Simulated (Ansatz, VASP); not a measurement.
Ba in VASP and in Ansatz

Contents of POSCAR:

```
Ba
1.0
    0.0000000000      0.0000000000      4.2990000000
   -5.0570000000      0.0000000000      0.0000000000
    2.5285000000     -5.9710000000      0.0000000000
Ba
2
Direct
    0.2500000000      0.8600000000      0.7200000000
    0.7500000000      0.1400000000      0.2800000000
```

INCAR.step1

```
SYSTEM = Ba
ALGO = Normal ; EDIFF = 1E-5
ENCUT = 440 ; GGA = PE
GGA_COMPAT = .FALSE. ; ISMEAR = 0
LASPH = .TRUE. ; LCHARG = .FALSE.
LREAL = .FALSE. ; LWAVE = .TRUE.
NBANDS = 17 ; NELM = 120
PREC = Accurate ; SIGMA = 0.1
```

File INCAR.step2:

```
SYSTEM = Ba
ALGO = Normal ; EDIFF = 1E-6
ENCUT = 440 ; GGA_COMPAT = .FALSE.
ISIF = 2 ; ISMEAR = 0
ISTART = 1 ; LASPH = .TRUE.
LCHARG = .FALSE. ; LMIXTAU = .TRUE.
LREAL = .FALSE. ; LWAVE = .FALSE.
METAGGA = R2SCAN ; NBANDS = 17
NELM = 120 ; PREC = Accurate
SIGMA = 0.1
```

File KPOINTS:

```
k-points
0
G
  8 8 8
  0 0 0
```

Input for Ansatz:

```yaml
crystal:
  lattice:
    - [0.0, 0.0, 4.299]
    - [-5.057, 0.0, 0.0]
    - [2.5285, -5.971, 0.0]
  atoms:
    - { symbol: Ba, position: [0.25, 0.86, 0.72] }
    - { symbol: Ba, position: [0.75, 0.14, 0.28] }
basis:
  ecutwfc: 500
  fft_grid_basis: typed
kpoints:
  mp_grid: { grid: [8, 8, 8] }
hamiltonian:
  xc: r2scan
  pseudopotentials: { kind: paw }
scf:
  occupations: { method: gaussian, width: 0.1 }
output:
  forces: true
  stress: true
  eigenvalues: true
  bader: true
  write_density: true
  volumetric_format: npy
```

Alike in both runs: task single point; functional r2SCAN; k mesh 8 × 8 × 8; occupations gaussian, width 0.1 eV; no spin polarisation.

|  | VASP | Ansatz |
| --- | --- | --- |
| version | VASP 6.6.1 | Ansatz 0.2.0 |
| potentials or method | VASP PAW PBE potentials, release 64 (Ba_sv), cutoff 440 eV | scalar-relativistic, plane waves, PAW |
| valence electrons in the cell | 20 | 20 |

```csv
,VASP,Ansatz,Ansatz less VASP
gap on the k mesh at the Fermi level (eV),none,none,-
rms of the force components (eV/Å),0.050,0.053,+0.0024
```

VASP's potentials were made for PBE, not for r2SCAN. Atom by atom the forces differ by 0.002 eV/Å (rms over components). A gap of «none» marks a metal or a gap that the smearing closes.

Spin-orbit coupling is off throughout.
